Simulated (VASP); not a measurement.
# Pt2Se3: single point with PBE

Crystal: Pt2Se3.

```
Pt Se
1.0
     3.76594    0.00000    0.00000
    -1.88297    3.26140    0.00000
     0.00000    0.00000    8.79403
Pt Se
2 3
Direct
  0.33333 0.66667 0.18972
  0.66667 0.33333 0.81028
  0.00000 0.00000 0.00000
  0.33333 0.66667 0.67507
  0.66667 0.33333 0.32493
```

```
Program                : VASP 6.6.1
Task                   : single point
Functional             : PBE
Potentials or basis    : VASP PAW PBE potentials, release 64 (Pt, Se)
Cutoff                 : 520 eV
k mesh                 : 6 × 6 × 4
Occupations            : gaussian, width 0.1 eV
Spin                   : no spin polarisation
Dipole correction      : no
Further INCAR settings : ALGO = Normal; EDIFF = 1e-06; NBANDS = 27
```

```
Pressure               : 0.0 GPa
Largest force          : 0.024 eV/Å
Band gap on the k mesh : zero (bands 19 and 20 overlap by 1.55 eV)
```

Forces in eV/Å, atoms in the order of the input:
```
Pt   0.000  0.000 -0.024
Pt   0.000  0.000  0.024
Se   0.000  0.000  0.000
Se   0.000  0.000 -0.006
Se   0.000  0.000  0.006
```

Levels at points of the mesh, in eV from the Fermi level:
| k point | band 16 | band 17 | band 18 | band 19 | band 20 | band 21 | band 22 | band 23 |
| --- | --- | --- | --- | --- | --- | --- | --- | --- |
| (0.00, 0.00, 0.00) | -0.96 | -0.96 | 0.05 | 1.04 | 1.04 | 2.42 | 2.42 | 2.91 |
| (0.50, 0.00, 0.00) | -2.28 | -2.20 | -1.55 | -0.76 | 0.01 | 1.85 | 1.88 | 2.06 |
| (0.00, 0.00, 0.50) | -1.21 | -1.04 | -1.04 | 1.24 | 1.24 | 2.31 | 2.31 | 3.83 |
| (0.50, 0.00, 0.50) | -2.34 | -2.11 | -2.04 | -0.95 | -0.23 | 2.24 | 2.33 | 2.70 |

Run time: 29 s on 1 thread of Intel(R) Xeon(R) 6975P-C (Granite Rapids), with other jobs on the host, peak memory 0.25 GiB.

Caveat: spin-orbit coupling is left out, which moves the levels of the heavy elements; this functional lacks dispersion, which binds the layers, so the pressure and a relaxed spacing across them are unreliable.
